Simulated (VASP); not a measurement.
Ta, 1 atom in the cell. Symmetry: Im-3m, No. 229, cubic system. The conventional cell has a = 3.320 Å, b = 3.320 Å, c = 3.320 Å, α = 90.00°, β = 90.00°, γ = 90.00°. Ta (site symmetry m-3m) has 14 Ta at 2.87 to 3.32 Å within 3.8 Å. 

| Item | Value |
| --- | --- |
| Program | VASP 6.6.1 |
| Task | single point |
| Functional | PBE |
| Potentials or basis | VASP PAW PBE potentials, release 64 (Ta_pv) |
| Cutoff | 520 eV |
| k mesh | 18 × 18 × 18 |
| Occupations | fermi-dirac, width 0.08 eV |
| Spin | no spin polarisation |
| Dipole correction | no |
| Further INCAR settings | ALGO = Normal; EDIFF = 1e-06; NBANDS = 12 |

Potentials or basis: VASP PAW PBE potentials, release 64 (Ta_pv).

Run with:

```bash
$ cat potpaw_PBE.64/Ta_pv/POTCAR > POTCAR
$ mpirun -np 1 vasp_std > vasp.out
```

Hardware: 1 thread of Intel(R) Xeon(R) 6975P-C (Granite Rapids), with other jobs on the host.

Problem. How long does it take, and how much memory?

Solution. It took 15 s on 1 thread of Intel(R) Xeon(R) 6975P-C (Granite Rapids) (shared host), peak memory 0.17 GiB. Counts: scf iterations 11, k points 195.
